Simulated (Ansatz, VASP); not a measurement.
InSe in VASP and in Ansatz

INCAR

```
SYSTEM = InSe
PREC = Accurate
ENCUT = 520
EDIFF = 1E-6
ISMEAR = -1
SIGMA = 0.05
LREAL = .FALSE.
LASPH = .TRUE.
NELM = 60
ALGO = Normal
ISIF = 2
LWAVE = .FALSE.
LCHARG = .FALSE.
GGA = PS
IVDW = 12
NBANDS = 27
```

Contents of KPOINTS:

```
regular mesh
0
G
  8 8 8
  0 0 0
```

File POSCAR:

```
InSe
1.0
    1.9729696595      1.1390945640      8.3259319629
   -1.9729696595      1.1390945640      8.3259319629
    0.0000000000     -2.2781891280      8.3259319629
In Se
2 2
Direct
    0.8886000000      0.8886000000      0.8886000000
    0.0000000000      0.0000000000      0.0000000000
    0.1719000000      0.1719000000      0.1719000000
    0.3835000000      0.3835000000      0.3835000000
```

File input.yaml:

```yaml
crystal:
  lattice:
    - [1.9729696595, 1.139094564, 8.3259319629]
    - [-1.9729696595, 1.139094564, 8.3259319629]
    - [0.0, -2.278189128, 8.3259319629]
  atoms:
    - { symbol: In, position: [0.8886, 0.8886, 0.8886] }
    - { symbol: In, position: [0.0, 0.0, 0.0] }
    - { symbol: Se, position: [0.1719, 0.1719, 0.1719] }
    - { symbol: Se, position: [0.3835, 0.3835, 0.3835] }
hamiltonian:
  xc: pbesol
  pseudopotentials: { kind: paw }
  dispersion: d3bj
kpoints:
  mp_grid: { grid: [8, 8, 8] }
scf:
  occupations: { method: fermi_dirac, width: 0.05 }
output:
  forces: true
  stress: true
  eigenvalues: true
```

Alike in both runs: task single point; functional PBEsol; dispersion D3(BJ); k mesh 8 × 8 × 8; occupations fermi-dirac, width 0.05 eV; no spin polarisation.

```csv
,VASP,Ansatz
version,VASP 6.6.1,Ansatz 0.2.0
potentials or method,"VASP PAW PBE potentials, release 64 (In_d, Se)",Ansatz PAW
plane-wave cutoff (eV),520,420
valence electrons in the cell,38,58
```

|  | VASP | Ansatz | Ansatz less VASP |
| --- | --- | --- | --- |
| gap on the k mesh at the Fermi level (eV) | 0.44 | 0.45 | +0.013 |
| least direct gap on the mesh (eV) | 0.44 | 0.45 | +0.013 |
| pressure (GPa) | 0.8 | 0.7 | -0.08 |
| traceless stress, the component that is largest in VASP (GPa) | -0.90 | -0.88 | +0.015 |
| rms of the force components (eV/Å) | 0.262 | 0.249 | -0.0128 |

VASP's potentials were made for PBE, not for PBEsol. Atom by atom the forces differ by 0.013 eV/Å (rms over components). VASP's potentials hold 38 valence electrons a cell and Ansatz's 58, so a difference there can come from the potentials and not from the codes.
